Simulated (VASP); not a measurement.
A run of VASP 6.6.1 is set up as follows.

INCAR

```
PREC     = Accurate       # precision mode
ENCUT    = 520            # plane-wave cutoff, eV
EDIFF    = 1E-7           # SCF threshold, eV
ISMEAR   = -1             # smearing method
SIGMA    = 0.05           # smearing width, eV
LREAL    = Auto         
LASPH    = True           # aspherical terms in the spheres
NELM     = 100            # most SCF steps
ALGO     = Normal         # electronic algorithm
ISIF     = 2              # what is computed and relaxed
LWAVE    = False          # write WAVECAR
LCHARG   = False          # write CHGCAR
GGA      = PS             # functional
NBANDS   = 48             # bands
```

The input KPOINTS:

```
Automatic mesh
0
Gamma
  2 2 2
```

Contents of POSCAR:

```
Si
1.0
    0.0000000000      5.4300000000      5.4300000000
    5.4300000000      0.0000000000      5.4300000000
    5.4300000000      5.4300000000      0.0000000000
Si
17
Direct
    0.0015808471     -0.0014447514      0.0000073665
    0.1226617864      0.1280798343      0.1217684162
   -0.0057987109      0.0020535912      0.5019163904
    0.1226442910      0.1280918048      0.6276065378
    0.0008847145      0.5006526703      0.0001948435
    0.1251956722      0.6251726519      0.1248544199
    0.0009383057      0.5006705341      0.4983287293
    0.1223265193      0.6220504604      0.6278633517
    0.5029287293      0.0027125230     -0.0070278085
    0.6289806630      0.1288891344      0.1211071823
    0.5029468692      0.0026827808      0.5014783610
    0.6257491713      0.1252318600      0.6245436464
    0.4985402394      0.5014205341      0.0001131676
    0.6282369245      0.6224072744      0.1218024862
    0.5023723757      0.4936801105      0.5020383057
    0.6282892265      0.6223470534      0.6277107735
    0.3759260589     -0.1245910681      0.3744262431
```

Potentials or basis: VASP PAW PBE potentials, release 64 (Si).

The run is started by

```sh
$ cat potpaw_PBE.64/Si/POTCAR > POTCAR
$ mpirun -np 1 vasp_std > vasp.out
```

(1) Predict the largest force.

(2) Predict the band gap on the k mesh.

(3) What does it give for the pressure?

Results:

(1) 0.020 eV/Å.

(2) zero (band 34 reaches 6.81 eV, above the bottom of band 35 at 6.56 eV).

(3) 3.5 GPa.

Caveat: the k points lie up to 0.50 Å⁻¹ apart; the PAW data sets were made with another functional, which shifts forces and pressure a little.
